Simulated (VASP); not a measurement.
A run of VASP 6.6.1 is set up as follows.

Contents of INCAR:

```
SYSTEM = Os
ALGO = Fast ; EDIFF = 1E-7
ENCUT = 520 ; GGA = CA
GGA_COMPAT = .FALSE. ; ISIF = 2
ISMEAR = -1 ; LASPH = .TRUE.
LCHARG = .TRUE. ; LMAXMIX = 4
LNONCOLLINEAR = .TRUE. ; LORBIT = 11
LORBMOM = .TRUE. ; LREAL = .FALSE.
LSORBIT = .TRUE. ; LVHAR = .TRUE.
LWAVE = .FALSE. ; MAGMOM = 0 0 0 0 0 0
NBANDS = 28 ; NELM = 150
PREC = Accurate ; SIGMA = 0.05
```

Contents of KPOINTS:

```
k-points
0
G
  11 11 6
  0 0 0
```

The input POSCAR:

```
Os
1.0
    2.6971481730      0.0000000000      0.0000000000
   -1.3485740865      2.3357988356      0.0000000000
    0.0000000000      0.0000000000      4.2613185190
Os
2
Direct
    0.6666666667      0.3333333333      0.7500000000
    0.3333333333      0.6666666667      0.2500000000
```

Potentials or basis: VASP PAW LDA potentials, release 64 (Os).

The run is started by

```console
$ cat potpaw_LDA.64/Os/POTCAR > POTCAR
$ mpirun -np 1 vasp_ncl > vasp.out
```

What does it give for the pressure?

11.0 GPa.

Estimate the net moment.

0.00 μB per cell.

Moments on the atoms (μB; x, y, z):
```
Os  0.00 0.00 0.00
Os  0.00 0.00 0.00
```
